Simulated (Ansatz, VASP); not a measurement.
**N in VASP and in Ansatz**

```xyz
4
Lattice="5.5925 0.0000 0.0000 0.0000 5.5925 0.0000 0.0000 0.0000 5.6490" Properties=species:S:1:pos:R:3 pbc="T T T"
N     0.1678    0.1678    0.1695
N     2.6285    5.4247    2.9940
N     2.9640    2.6285    5.4795
N     5.4247    2.9640    2.6550
```

Change from the starting cell: equal xx and yy strain of -1 %.

Alike in both runs: task single point; functional PBEsol; k mesh 4 × 4 × 4; occupations fermi-dirac, width 0.02 eV; no spin polarisation.

```csv
,VASP,Ansatz
version,VASP 6.6.1,Ansatz 0.2.0
potentials or method,"VASP PAW PBE potentials, release 64 (N), cutoff 520 eV","all-electron LAPW, scalar-relativistic"
```

Ansatz gave:

- pressure (GPa): -4.3
- traceless stress, the component that is largest in VASP (GPa): 0.06
- rms of the force components (eV/Å): 0.235

Question: Which values does VASP return?

Answer: Pressure (GPa): -4.4; traceless stress, the component that is largest in VASP (GPa): 0.06; rms of the force components (eV/Å): 0.235.

VASP's potentials were made for PBE, not for PBEsol. Atom by atom the forces differ by 0.001 eV/Å (rms over components). Ansatz ran all-electron here, and VASP with PAW potentials.
